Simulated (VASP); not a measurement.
Wanted: the native input for a VASP 6.6.1 run.

| Quantity | Value |
| --- | --- |
| Task | single point |
| Functional | PBE |
| Potentials or basis | VASP PAW PBE potentials, release 64 (Hf_pv, Sn_d, O) |
| Cutoff | 520 eV |
| k mesh | 12 × 12 × 4 |
| Occupations | gaussian, width 0.02 eV |
| Spin | no spin polarisation |
| Dipole correction | no |
| Further INCAR settings | ALGO = Normal; EDIFF = 1e-06; NBANDS = 45 |

The structure of Hf2SnO6 lies in POSCAR:

```
Hf2SnO6
1.0
    3.5789173990      0.0000000000      0.0000000000
   -1.7894586995      3.0994333856      0.0000000000
    0.0000000000      0.0000000000      9.0488275709
Hf Sn O
2 1 6
Direct
    0.3333333333      0.6666666667      0.3359186881
    0.6666666667      0.3333333333      0.6640813119
    0.0000000000      0.0000000000      0.0000000000
    0.3333333333      0.6666666667      0.5807820083
    0.6666666667      0.3333333333      0.9143163949
    0.0000000000      0.0000000000      0.2522767353
    0.3333333333      0.6666666667      0.0856836051
    0.6666666667      0.3333333333      0.4192179917
    0.0000000000      0.0000000000      0.7477232647
```

One way to write it, as run:

INCAR

```
SYSTEM = Hf2SnO6
PREC = Accurate
ENCUT = 520
EDIFF = 1E-6
ISMEAR = 0
SIGMA = 0.02
LREAL = .False.
LASPH = .True.
NELM = 60
ALGO = Normal
ISIF = 2
LWAVE = .False.
LCHARG = .False.
GGA = PE
NBANDS = 45
```

KPOINTS

```
regular mesh
0
Gamma
  12 12 4
  0 0 0
```

Potentials or basis: VASP PAW PBE potentials, release 64 (Hf_pv, Sn_d, O).

Launch:

```console
$ cat potpaw_PBE.64/Hf_pv/POTCAR potpaw_PBE.64/Sn_d/POTCAR potpaw_PBE.64/O/POTCAR > POTCAR
$ mpirun -np 1 vasp_std > vasp.out
```

Results of the run:

```
Pressure               : -2.2 GPa
Largest force          : 0.134 eV/Å
Band gap on the k mesh : 2.39 eV (least direct gap 3.04 eV)
```

Caveat: spin-orbit coupling is left out, which moves the levels of the heavy elements.

Wall time 4.8 min on 1 thread of AMD EPYC 7R13 Processor (Zen 3), with other jobs on the host, peak memory 0.37 GiB.
